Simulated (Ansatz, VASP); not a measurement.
**Rh in VASP and in Ansatz**

The input POSCAR:

```
Rh
1.0
    0.0000000000      1.8540112500      1.8540112500
    1.8540112500      0.0000000000      1.8540112500
    1.8540112500      1.8540112500      0.0000000000
Rh
1
Direct
    0.0000000000      0.0000000000      0.0000000000
```

Contents of INCAR.step1:

```
  PREC = Accurate
  ENCUT = 580
  ISMEAR = 0
  SIGMA = 0.15
  LREAL = False
  LASPH = True
  NELM = 120
  NBANDS = 14
  GGA = PE
  ALGO = Normal
  EDIFF = 1E-5
  LWAVE = True
  LCHARG = False
  GGA_COMPAT = False
```

The input INCAR.step2:

```
  PREC = Accurate
  ENCUT = 580
  EDIFF = 1E-6
  ISMEAR = 0
  SIGMA = 0.15
  LREAL = False
  LASPH = True
  NELM = 120
  ALGO = Normal
  ISIF = 2
  LWAVE = False
  LCHARG = False
  METAGGA = R2SCAN
  LMIXTAU = True
  NBANDS = 14
  ISTART = 1
  GGA_COMPAT = False
```

KPOINTS

```
regular mesh
0
Gamma
  22 22 22
```

Input for Ansatz:

```yaml
crystal:
  lattice:
    - [0.0, 1.85401125, 1.85401125]
    - [1.85401125, 0.0, 1.85401125]
    - [1.85401125, 1.85401125, 0.0]
  atoms:
    - { symbol: Rh, position: [0.0, 0.0, 0.0] }
basis:
  ecutwfc: 500
kpoints:
  mp_grid: { grid: [22, 22, 22] }
hamiltonian:
  xc: r2scan
scf:
  occupations: { method: gaussian, width: 0.15 }
output:
  forces: true
  stress: true
  eigenvalues: true
```

Change from the starting cell: strain -0.025 along x and y, -0.025 along z, atoms carried along.

Alike in both runs: task single point; functional r2SCAN; k mesh 22 × 22 × 22; occupations gaussian, width 0.15 eV; no spin polarisation.

```csv
,VASP,Ansatz
version,VASP 6.6.1,Ansatz 0.2.0
potentials or method,"VASP PAW PBE potentials, release 64 (Rh_sv_GW), cutoff 580 eV","scalar-relativistic, plane waves, PAW"
valence electrons in the cell,17,17
```

Ansatz gave:

| Quantity | Value |
| --- | --- |
| gap on the k mesh at the Fermi level (eV) | none |
| pressure (GPa) | 25.1 |

Question: What did VASP give for the same quantities?

Answer: gap on the k mesh at the Fermi level (eV): none; pressure (GPa): 23.4.

VASP's potentials were made for PBE, not for r2SCAN. A gap of «none» marks a metal or a gap that the smearing closes. The functional is the same, so the differences come from potentials, cutoffs and numerics.
